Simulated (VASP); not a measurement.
A run of VASP 6.6.1:

The input INCAR:

```
SYSTEM = YbTl3
  PREC = Accurate
  ENCUT = 520
  EDIFF = 1E-6
  ISMEAR = -1
  SIGMA = 0.05
  LREAL = .False.
  LASPH = .True.
  NELM = 150
  ALGO = Normal
  ISIF = 2
  LWAVE = .False.
  LCHARG = .False.
  ISPIN = 2
  MAGMOM = 0 0 0 0.13
  LORBIT = 11
  NUPDOWN = 0.13
  LMAXMIX = 6
  GGA = PS
  NBANDS = 44
```

The input KPOINTS:

```
regular mesh
0
Gamma
  6 6 6
  0 0 0
```

File POSCAR:

```
YbTl3
1.0
    4.6130000000      0.0000000000      0.0000000000
    0.0000000000      4.6130000000      0.0000000000
    0.0000000000      0.0000000000      4.6130000000
Tl Yb
3 1
Direct
    0.0000000000      0.5000000000      0.5000000000
    0.5000000000      0.0000000000      0.5000000000
    0.5000000000      0.5000000000      0.0000000000
    0.0000000000      0.0000000000      0.0000000000
```

Potentials or basis: VASP PAW PBE potentials, release 64 (Tl_d, Yb).

Launch:

```sh
$ cat potpaw_PBE.64/Tl_d/POTCAR potpaw_PBE.64/Yb/POTCAR > POTCAR
$ mpirun -np 1 vasp_std > vasp.out
```

Hardware: 1 thread of Intel(R) Xeon(R) 6975P-C (Granite Rapids), with other jobs on the host.

Problem. How long does it take, and how much memory?

Solution. Run time: 2.8 min on 1 thread of Intel(R) Xeon(R) 6975P-C (Granite Rapids) (shared host), peak memory 0.33 GiB. Counts: scf iterations 30, k points 20.
